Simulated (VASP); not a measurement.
Wanted: the native input for a VASP 6.6.1 run.

```
Task                   : single point
Functional             : PBEsol
Dispersion             : D4
Potentials or basis    : VASP PAW PBE potentials, release 64 (Mo_sv)
Cutoff                 : 500 eV
k mesh                 : 18 × 18 × 18
Occupations            : gaussian, width 0.1 eV
Spin                   : no spin polarisation
Dipole correction      : no
Further INCAR settings : ALGO = Normal; EDIFF = 1e-06; NBANDS = 13
```

The structure of Mo lies in POSCAR:

```
Mo
1.0
   -1.5583631747      1.5583631747      1.5583631747
    1.5583631747     -1.5583631747      1.5583631747
    1.5583631747      1.5583631747     -1.5583631747
Mo
1
Direct
    0.0000000000      0.0000000000      0.0000000000
```

One way to write it, as run:

INCAR

```
ALGO = Normal
EDIFF = 1E-6
ENCUT = 500
GGA = PS
GGA_COMPAT = False
ISIF = 2
ISMEAR = 0
IVDW = 13
LASPH = True
LCHARG = False
LREAL = False
LWAVE = False
NBANDS = 13
NELM = 120
PREC = Accurate
SIGMA = 0.1
```

KPOINTS

```
k-points
0
Gamma
  18 18 18
```

Potentials or basis: VASP PAW PBE potentials, release 64 (Mo_sv).

The run is started by

```bash
$ cat potpaw_PBE.64/Mo_sv/POTCAR > POTCAR
$ mpirun -np 1 vasp_std > vasp.out
```

Results of the run:

The pressure is 0.6 GPa. The band gap on the k mesh is zero (band 7 reaches 17.19 eV, above the bottom of band 8 at 11.56 eV) and the dispersion energy per atom is -0.366 eV.

Caveat: the PAW data sets were made with another functional, which shifts forces and pressure a little; pairwise dispersion overbinds metals, which lowers pressure and volume.

It took 31 s on 1 thread of AMD EPYC 7R43 64-Core Processor (Zen 3), on a shared host, peak memory 0.11 GiB.
